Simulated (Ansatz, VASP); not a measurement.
**Two plane-wave programs on YP2Pd2**

```xyz
5
Lattice="-2.0065 2.0065 4.8670 2.0065 -2.0065 4.8670 2.0065 2.0065 -4.8670" Properties=species:S:1:pos:R:3 pbc="T T T"
Y     0.0000    0.0000    0.0000
P     0.0000    0.0000    3.7797
P     0.0000    0.0000    5.9544
Pd    0.0000    2.0065    2.4335
Pd    2.0065    0.0000    2.4335
```

Alike in both runs: functional LDA; k mesh 12 × 12 × 12; occupations gaussian, width 0.1 eV; no spin polarisation.

Ansatz relaxed the structure, and its values are those at the end. VASP's run is a single point on that final structure, the one shown.

|  | VASP | Ansatz |
| --- | --- | --- |
| version | VASP 6.6.1 | Ansatz 0.2.0 |
| potentials or method | VASP PAW LDA potentials, release 64 (Y_sv, P, Pd), cutoff 520 eV | scalar-relativistic, plane waves, PAW |
| valence electrons in the cell | 41 | 57 |

```csv
,VASP,Ansatz,Ansatz less VASP
gap on the k mesh at the Fermi level (eV),none,none,-
pressure (GPa),0.3,0.0,-0.28
rms of the force components (eV/Å),0.023,0.000,-0.0231
```

LDA's correlation is that of Perdew and Zunger in VASP and of Perdew and Wang (1992) in Ansatz. A gap of «none» marks a metal or a gap that the smearing closes. VASP's potentials hold 41 valence electrons a cell and Ansatz's 57, so a difference there can come from the potentials and not from the codes.
